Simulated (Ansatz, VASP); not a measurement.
**One calculation of K, two programs**

INCAR

```
SYSTEM = K
ALGO = Normal ; EDIFF = 1E-6
ENCUT = 520 ; GGA = PE
ISIF = 2 ; ISMEAR = -1
LASPH = .TRUE. ; LCHARG = .FALSE.
LREAL = .FALSE. ; LWAVE = .FALSE.
NBANDS = 10 ; NELM = 60
PREC = Accurate ; SIGMA = 0.05
```

File KPOINTS:

```
k-points
0
G
  10 10 10
  0 0 0
```

Contents of POSCAR:

```
K
1.0
   -2.6611005540      2.6611005540      2.6611005540
    2.6611005540     -2.6611005540      2.6611005540
    2.6611005540      2.6611005540     -2.6611005540
K
1
Direct
    0.0000000000      0.0000000000      0.0000000000
```

Input for Ansatz:

```yaml
crystal:
  lattice:
    - [-2.661100554, 2.661100554, 2.661100554]
    - [2.661100554, -2.661100554, 2.661100554]
    - [2.661100554, 2.661100554, -2.661100554]
  atoms:
    - { symbol: K, position: [0.0, 0.0, 0.0] }
kpoints:
  mp_grid: { grid: [10, 10, 10] }
scf:
  occupations: { method: fermi_dirac, width: 0.05 }
hamiltonian:
  xc: pbe
  pseudopotentials: { kind: all_electron, lapw: { basis_error: 0.0005 } }
output:
  forces: true
  stress: true
  eigenvalues: true
```

Change from the starting cell: functional pbe, volume scaled by 0.96.

Alike in both runs: task single point; functional PBE; k mesh 10 × 10 × 10; occupations fermi-dirac, width 0.05 eV; no spin polarisation.

|  | VASP | Ansatz |
| --- | --- | --- |
| version | VASP 6.6.1 | Ansatz 0.2.0 |
| potentials or method | VASP PAW PBE potentials, release 64 (K_sv), cutoff 520 eV | all-electron LAPW, scalar-relativistic |

|  | VASP | Ansatz | Ansatz less VASP |
| --- | --- | --- | --- |
| pressure (GPa) | -0.1 | -0.1 | +0.01 |

Ansatz ran all-electron here, and VASP with PAW potentials.
